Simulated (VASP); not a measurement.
Runs of VASP 6.6.1 on Al2O3. The structure is hexagonal, space group P-6m2 (No. 187). The conventional cell has a = 2.884 Å, b = 2.884 Å, c = 9.337 Å, α = 90.00°, β = 90.00°, γ = 120.00°. Al (site symmetry 3m) has 6 O at 1.80 to 2.18 Å within 2.4 Å. Within 2.4 Å of O (site symmetry 3m) lie 3 Al at 1.80 Å. O (site symmetry -6m2) has 6 Al at 2.18 Å and 12 O at 2.66 to 2.88 Å within 2.9 Å. 

| k mesh | gap on the mesh (eV) | pressure (GPa) | largest force (eV/Å) |
| --- | --- | --- | --- |
| 11 × 11 × 3 | 5.60 | -4.9 | 0.44 |
| 3 × 3 × 1 | 5.64 | -4.8 | 0.52 |
| 6 × 6 × 2 | 5.60 | -4.9 | 0.44 |
| 4 × 4 × 1 | (a) | -4.9 | 0.45 |

Alike in all rows: task single point; level r2SCAN; potentials or basis VASP PAW PBE potentials, release 64 (Al, O); no spin polarisation; cell as given; cutoff (eV) 660; smearing gaussian 0.01 eV.

Question: Fill in the values left out.

Answer: (a) 5.68.

Caveats: some runs use coarse meshes; the PAW data sets were made with another functional, which shifts forces and pressure a little; an odd mesh through Γ misses points on the zone boundary, where band edges can lie (at least some runs); the cell stands under tension (at least some runs).
